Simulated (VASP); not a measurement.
A run of VASP 6.6.1 is set up as follows.

INCAR

```
SYSTEM = As
PREC = Accurate
ENCUT = 600
EDIFF = 1E-6
ISMEAR = 0
SIGMA = 0.1
LREAL = .False.
LASPH = .True.
NELM = 60
ALGO = Normal
ISIF = 3
LWAVE = .False.
LCHARG = .False.
GGA = PE
IBRION = 2
NSW = 100
EDIFFG = -0.002
```

KPOINTS

```
Automatic mesh
0
Gamma
  15 15 15
  0 0 0
```

POSCAR

```
As
1.0
    1.8797500000      1.0852741700      3.4857666700
   -1.8797500000      1.0852741700      3.4857666700
    0.0000000000     -2.1705483400      3.4857666700
As
2
Direct
    0.2275400000      0.2275400000      0.2275400000
    0.7724600000      0.7724600000      0.7724600000
```

Potentials or basis: VASP PAW PBE potentials, release 64 (As).

Command:

```console
$ cat potpaw_PBE.64/As/POTCAR > POTCAR
$ mpirun -np 1 vasp_std > vasp.out
```

Question: Estimate the space group after relaxing (to 0.1 Å).

Answer: R-3m (No. 166).

Question: What does it give for the relaxed volume?

Answer: 22.71 Å³/atom.

Question: What does it give for the relaxed cell?

Answer: a = 4.225 Å, b = 4.225 Å, c = 4.225 Å, α = 53.66°, β = 53.66°, γ = 53.66°.

Step by step:
```
step  energy change (eV)  largest force (eV/Å)  pressure (GPa)  volume (Å³)
   1              0.0000                0.2803            3.93        42.67
   2             -0.0113                0.3754           -2.25        45.98
   3             -0.0243                0.1152            0.15        44.52
   4             -0.0252                0.0583            0.08        44.69
   5             -0.0255                0.0024            0.03        44.86
   6             -0.0259                0.0009            0.04        44.93
   7             -0.0265                0.0064            0.06        45.17
   8             -0.0264                0.0227            0.17        45.62
   9             -0.0267                0.0142            0.11        45.36
  10             -0.0264                0.0435           -0.31        45.65
  11             -0.0267                0.0013            0.00        45.43
```

PBE usually gives volumes a little too large and moduli too small. Zero-point motion and thermal expansion aren't in these numbers.
